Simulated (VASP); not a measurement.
Input of a VASP 6.6.1 run:

The input INCAR:

```
PREC     = Accurate       # precision mode
ENCUT    = 520            # plane-wave cutoff, eV
EDIFF    = 1E-6           # SCF threshold, eV
ISMEAR   = 0              # smearing method
SIGMA    = 0.01           # smearing width, eV
LREAL    = False          # projectors in reciprocal space
LASPH    = True           # aspherical terms in the spheres
NELM     = 80             # most SCF steps
ALGO     = Normal         # electronic algorithm
ISIF     = 2              # what is computed and relaxed
LWAVE    = False          # write WAVECAR
LCHARG   = False          # write CHGCAR
GGA      = RE             # functional
IVDW     = 12             # dispersion correction
NBANDS   = 26             # bands
```

KPOINTS

```
Automatic mesh
0
Gamma
  6 8 6
```

The input POSCAR:

```
MgSiH2O4
1.0
    4.3350540000      0.0000000000      0.0000000000
    0.0000000000      2.8596080000      0.0000000000
   -0.2798850000      0.0000000000      4.7929770000
Mg Si H O
1 1 2 4
Direct
    0.5003580000      0.5000000000      0.4753870000
    0.0009840000      0.0000000000      0.0024690000
    0.9785170000      0.0000000000      0.5169080000
    0.4653540000      0.5000000000      0.9714580000
    0.2237060000      0.0000000000      0.3090920000
    0.2480940000      0.5000000000      0.8594230000
    0.8025930000      0.0000000000      0.6586460000
    0.7718940000      0.5000000000      0.1064160000
```

Potentials or basis: VASP PAW PBE potentials, release 64 (Mg, Si, H, O).

The run is started by

```sh
$ cat potpaw_PBE.64/Mg/POTCAR potpaw_PBE.64/Si/POTCAR potpaw_PBE.64/H/POTCAR potpaw_PBE.64/O/POTCAR > POTCAR
$ mpirun -np 1 vasp_std > vasp.out
```

Problem. Predict the dispersion energy per atom.

Solution. -0.358 eV.

Problem. Estimate the band gap on the k mesh.

Solution. 4.86 eV, indirect (least direct gap 4.90 eV).

Problem. Predict the largest force.

Solution. 0.192 eV/Å.

Stress tensor (GPa, compression positive):
```
-5.06  0.00 -0.06
 0.00 -5.18  0.00
-0.06  0.00 -4.81
```

Caveat: the PAW data sets were made with another functional, which shifts forces and pressure a little. A k mesh can miss the band edges.
